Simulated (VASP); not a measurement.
A run of VASP 6.6.1:

The input INCAR:

```
PREC = Accurate ; ENCUT = 600
EDIFF = 1E-7 ; ISMEAR = 0
SIGMA = 0.02 ; LREAL = F
LASPH = T ; NELM = 80
ALGO = Normal ; ISIF = 3
LWAVE = F ; LCHARG = F
GGA = PE ; IBRION = 2
NSW = 70 ; EDIFFG = -0.008
PSTRESS = 120.0 ; KPAR = 4
```

The input KPOINTS:

```
Automatic mesh
0
Gamma
  6 6 6
```

Contents of POSCAR:

```
AlIn2N3
1.0
    5.0238997823     -2.8904859047      0.0000000000
    5.0238997823      2.8904859047      0.0000000000
    0.0000000000      0.0000000000      5.3645343954
Al In N
2 4 6
Direct
    0.3408745604      0.6591254396      0.9891935343
    0.6591254396      0.3408745604      0.4891935343
    0.9878418897      0.3357849931      0.9870293872
    0.6642150069      0.0121581103      0.9870293872
    0.0121581103      0.6642150069      0.4870293872
    0.3357849931      0.9878418897      0.4870293872
    0.9695550362      0.3326453002      0.3856770139
    0.6673546998      0.0304449638      0.3856770139
    0.0304449638      0.6673546998      0.8856770139
    0.3326453002      0.9695550362      0.8856770139
    0.3686279634      0.6313720366      0.3373936636
    0.6313720366      0.3686279634      0.8373936636
```

Potentials or basis: VASP PAW PBE potentials, release 64 (Al, In_d, N).

The run is started by

```bash
$ cat potpaw_PBE.64/Al/POTCAR potpaw_PBE.64/In_d/POTCAR potpaw_PBE.64/N/POTCAR > POTCAR
$ mpirun -np 4 vasp_std > vasp.out
```

Hardware: 4 MPI ranks on Oxide Virtual Turin-like Processor, on a shared host.

**Question.** How long does it take, and how much memory?

**Answer.** It took 29 min on 4 MPI ranks on Oxide Virtual Turin-like Processor, with other jobs on the host, peak memory 0.6 GiB a rank. Counts: scf iterations 87, k points 52, ion steps 10.
